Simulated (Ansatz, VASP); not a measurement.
# TePb in VASP and in Ansatz

```xyz
2
Lattice="3.5817 0.0000 0.0000 0.0000 3.5817 0.0000 0.0000 0.0000 3.5817" Properties=species:S:1:pos:R:3 pbc="T T T"
Pb    0.0000    0.0000    0.0000
Te    1.7909    1.7909    1.7909
```

Change from the starting cell: volume scaled by 0.72, norm-conserving files.

Alike in both runs: task single point; functional PBE; k mesh 11 × 11 × 11; occupations fermi-dirac, width 0.1 eV; no spin polarisation.

```csv
,VASP,Ansatz
version,VASP 6.6.1,Ansatz 0.2.0
potentials or method,"VASP PAW PBE potentials, release 64 (Pb_d, Te)","norm-conserving pseudopotentials, scalar-relativistic"
plane-wave cutoff (eV),520,1120
valence electrons in the cell,20,30
```

|  | VASP | Ansatz | Ansatz less VASP |
| --- | --- | --- | --- |
| pressure (GPa) | 27.4 | 27.5 | +0.15 |

The functional is the same, so the differences come from potentials, cutoffs and numerics. VASP's potentials hold 20 valence electrons a cell and Ansatz's 30, so a difference there can come from the potentials and not from the codes.

Neither program's run includes spin-orbit coupling.
